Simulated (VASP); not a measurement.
Input of a VASP 6.6.1 run:

Contents of INCAR:

```
  ALGO = Normal
  EDIFF = 1E-7
  ENCUT = 520
  GGA = PE
  ISIF = 2
  ISMEAR = -1
  ISPIN = 2
  IVDW = 12
  LASPH = True
  LCHARG = False
  LORBIT = 11
  LREAL = Auto
  LWAVE = False
  MAGMOM = 0 0 0 0 0 0 0 0 0 0 0 0 0 0 0 0 0 0 0 0 0 0 0 0 0 0 0 0 0 0 0 0 0 0 0 0 0 0 0 0 0 0 0 0 0 0 0 0 0 0 0 0 0 0 0 0 0 0 0 0 0 0 1
  NBANDS = 167
  NELECT = 253.0
  NELM = 150
  PREC = Accurate
  SIGMA = 0.05
```

KPOINTS

```
k-points
0
Gamma
  1 1 1
```

Contents of POSCAR:

```
Si62C
1.0
   10.8600000000      0.0000000000      0.0000000000
    0.0000000000     10.8600000000      0.0000000000
    0.0000000000      0.0000000000     10.8600000000
Si C
62 1
Direct
    0.5017916389     -0.0053774138     -0.0024596285
    0.6266158349      0.1249571447      0.1249073443
    0.7516745502      0.2501891621     -0.0001953927
    0.8719338733      0.3798240568      0.1305459974
    0.7505270895     -0.0009685111      0.2509932234
    0.8752411746      0.1269162888      0.3738332241
   -0.0000058561      0.0000268159     -0.0020347359
    0.1256891754      0.1254132933      0.1245569877
    0.2507609897      0.2494397609      0.0003870372
    0.3747046113      0.3739299309      0.1290730733
    0.4986571630      0.4984837334      0.0031072380
    0.6255606008      0.6251222229      0.1250904011
    0.7499335752      0.7493388766     -0.0028488022
    0.8753413676      0.8762574788      0.1231506377
    0.2523890513      0.0003451117      0.2496224971
    0.3804814381      0.1208833775      0.3774458024
    0.5017193375      0.2522258614      0.2552540239
    0.6232174525      0.3862729675      0.3863071272
    0.7492083087      0.5098158214      0.2601546565
    0.8638056674      0.6519374957      0.3868493732
    0.5095160911     -0.0087416352      0.5005464550
    0.6255472614      0.1248511731      0.6248349243
    0.7497916062      0.2529691012      0.5006980364
    0.8726071600      0.3792198320      0.6267873593
    0.7492149834     -0.0102000242      0.7401546312
    0.8719180845      0.1194816986      0.8701257802
   -0.0021238703      0.5003852694      0.0021106766
    0.1275167816      0.6259373355      0.1248427147
    0.2523200345      0.7511854869     -0.0017277968
    0.3805101561      0.8726090934      0.1289919409
   -0.0000581183      0.2519428394      0.2499729109
    0.1207071622      0.3795494750      0.3776713192
    0.2509226732      0.5002644440      0.2536623764
    0.3794629841      0.6256667730      0.3802224519
    0.5094610184      0.7494256338      0.2585646271
    0.6518413692      0.8623940522      0.3875044405
   -0.0007775973      0.0009739961      0.4991305594
    0.1274907802      0.1249814407      0.6240849528
    0.2521689643      0.2515595296      0.4987939995
    0.3746716108      0.3765355906      0.6292173708
    0.5024570969      0.5154111236      0.5233602800
    0.8637818116      0.8630718562      0.5980627638
    0.2512525031     -0.0039401708      0.7495014564
    0.3748154888      0.1208567499      0.8758632821
    0.4987216227      0.2469630614      0.7514042109
    0.6223086053      0.3735324549      0.8765043472
    0.7417274699      0.4999766686      0.7505459723
    0.8729594842      0.6233271451      0.8710838247
   -0.0006870481      0.7508703158      0.2489893405
    0.1240204430      0.8776890243      0.3723284741
   -0.0082783097      0.5093078380      0.5005195008
    0.1251589457      0.6254171057      0.6245310349
    0.2491907475      0.7518648471      0.4980285852
    0.3799202470      0.8691307874      0.6242757861
   -0.0022518313      0.2479628420      0.7494827052
    0.1200466832      0.3722398760      0.8776800047
    0.2441750626      0.4970643923      0.7529360265
    0.3749127552      0.6207243075      0.8732962053
    0.5033590584      0.7257743074      0.7342348147
    0.6233631389      0.8634337873      0.8636216077
   -0.0081736442      0.7494855829      0.7406886058
    0.1208502258      0.8723599939      0.8703490450
    0.7862172646      0.7854294232      0.4645417103
```

Potentials or basis: VASP PAW PBE potentials, release 64 (Si, C).

Command:

```console
$ cat potpaw_PBE.64/Si/POTCAR potpaw_PBE.64/C/POTCAR > POTCAR
$ mpirun -np 1 vasp_gam > vasp.out
```

Estimate the largest force.

0.030 eV/Å.

Predict the site moments.

Si -0.00, +0.00, +0.01, +0.02, +0.14 (each value once); C +0.01 μB.

Estimate the net moment.

0.85 μB per cell.

What does it give for the dispersion energy per atom?

-0.310 eV.

Forces in eV/Å, atoms in the order of the input:
```
Si   0.002 -0.003 -0.006
Si   0.000 -0.005  0.007
Si  -0.009 -0.001 -0.002
Si   0.001 -0.002 -0.001
Si   0.004 -0.001  0.000
Si  -0.001  0.001 -0.006
Si  -0.004 -0.001 -0.003
Si  -0.002 -0.003  0.002
Si   0.005 -0.001  0.000
Si  -0.003  0.000 -0.003
Si  -0.001  0.001 -0.002
Si  -0.004 -0.004  0.000
Si   0.001 -0.006 -0.003
Si  -0.002  0.006 -0.002
Si   0.004 -0.002  0.002
Si   0.002  0.004 -0.011
Si   0.001  0.007  0.003
Si  -0.003  0.014  0.012
Si   0.001  0.001  0.001
Si   0.003 -0.001 -0.004
Si  -0.006  0.004  0.001
Si  -0.003 -0.001  0.003
Si   0.000  0.003  0.008
Si   0.007 -0.004 -0.005
Si   0.002 -0.001  0.000
Si   0.003 -0.001  0.003
Si   0.000  0.010  0.001
Si   0.002 -0.009  0.007
Si   0.001 -0.007 -0.002
Si   0.000  0.009 -0.005
Si  -0.003  0.002  0.002
Si   0.003  0.001 -0.008
Si   0.009  0.003  0.004
Si  -0.001  0.003  0.008
Si  -0.004  0.001 -0.003
Si  -0.003  0.005 -0.002
Si  -0.002  0.004 -0.001
Si   0.003 -0.005  0.005
Si  -0.001 -0.001  0.005
Si  -0.004  0.006  0.001
Si   0.000  0.022  0.019
Si   0.003  0.005  0.002
Si   0.005 -0.005 -0.001
Si  -0.003  0.003  0.001
Si   0.000  0.002 -0.002
Si  -0.002  0.001  0.001
Si   0.022 -0.016  0.012
Si   0.005  0.001  0.005
Si  -0.003  0.001 -0.005
Si  -0.005  0.004 -0.003
Si   0.005 -0.003  0.000
Si   0.001 -0.004  0.004
Si  -0.009  0.008 -0.006
Si  -0.007  0.000 -0.003
Si   0.001 -0.003 -0.008
Si  -0.001 -0.002  0.003
Si  -0.003 -0.005  0.003
Si  -0.004 -0.003 -0.004
Si  -0.008 -0.016 -0.021
Si  -0.003 -0.007 -0.013
Si   0.004  0.001  0.001
Si   0.003  0.009 -0.001
C    0.004 -0.016  0.010
```

Caveat: the k points lie up to 0.58 Å⁻¹ apart; the cell carries a net charge on a neutralising background, which shifts energy and pressure.
